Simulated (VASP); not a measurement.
**Rh: single point with PBE**

Crystal: Rh.

```
Rh
1.0
     0.00000    1.86306    1.86306
     1.86306    0.00000    1.86306
     1.86306    1.86306    0.00000
Rh
1
Direct
  0.00000 0.00000 0.00000
```

This cell differs from its parent crystal: volume scaled by 0.9405.

| Quantity | Value |
| --- | --- |
| Program | VASP 6.6.1 |
| Task | single point |
| Functional | PBE |
| Potentials or basis | VASP PAW PBE potentials, release 64 (Rh_pv) |
| Cutoff | 520 eV |
| k mesh | 16 × 16 × 16 |
| Occupations | fermi-dirac, width 0.08 eV |
| Spin | no spin polarisation |

```
Pressure : 26.6 GPa
```

Levels at points of the mesh, in eV from the Fermi level:
```
           k point  band 5  band 6  band 7  band 8  band 9  band 10
(0.00, 0.00, 0.00)   -3.37   -3.37   -3.37   -1.08   -1.08    15.94
(0.50, 0.00, 0.00)   -3.47   -3.47    0.65    0.65    0.68     9.31
(0.50, 0.50, 0.00)   -6.51    0.62    1.11    1.11    3.36    13.09
```

Run time: 12 s on 1 thread of Intel(R) Xeon(R) Platinum 8488C (Sapphire Rapids) (shared host), peak memory 0.14 GiB.
